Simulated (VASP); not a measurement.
Here is a VASP 6.6.1 calculation.

INCAR

```
SYSTEM = CuO
  PREC = Accurate
  ENCUT = 520
  EDIFF = 1E-7
  ISMEAR = -1
  SIGMA = 0.05
  LREAL = .False.
  LASPH = .True.
  NELM = 60
  ALGO = Normal
  ISIF = 2
  LWAVE = .False.
  LCHARG = .False.
  GGA = PE
  NBANDS = 25
```

File KPOINTS:

```
Automatic mesh
0
Gamma
  9 9 5
  0 0 0
```

File POSCAR:

```
CuO
1.0
    0.0000000000     -2.1165600000     -2.0953944000
   -2.1165600000      0.0000000000     -2.0953944000
    2.1165600000      2.1165600000     -4.1907888000
Cu O
2 2
Direct
    0.5000043209      0.5000002108      0.4999965628
    0.0000043209      1.0000002108      0.9999965628
    0.7499956791      0.7499997892      0.7500034372
    0.2499956791      0.2499997892      0.2500034372
```

Potentials or basis: VASP PAW PBE potentials, release 64 (Cu, O).

Launch:

```console
$ cat potpaw_PBE.64/Cu/POTCAR potpaw_PBE.64/O/POTCAR > POTCAR
$ mpirun -np 1 vasp_std > vasp.out
```

(1) Predict the band gap on the k mesh.

(2) Estimate the pressure.

Results:

(1) zero (band 17 reaches 7.07 eV, above the bottom of band 18 at 6.03 eV).

(2) 3.6 GPa.

Caveat: semilocal functionals often make such compounds metallic where correlation or magnetic order opens a gap, which also shifts bond lengths.
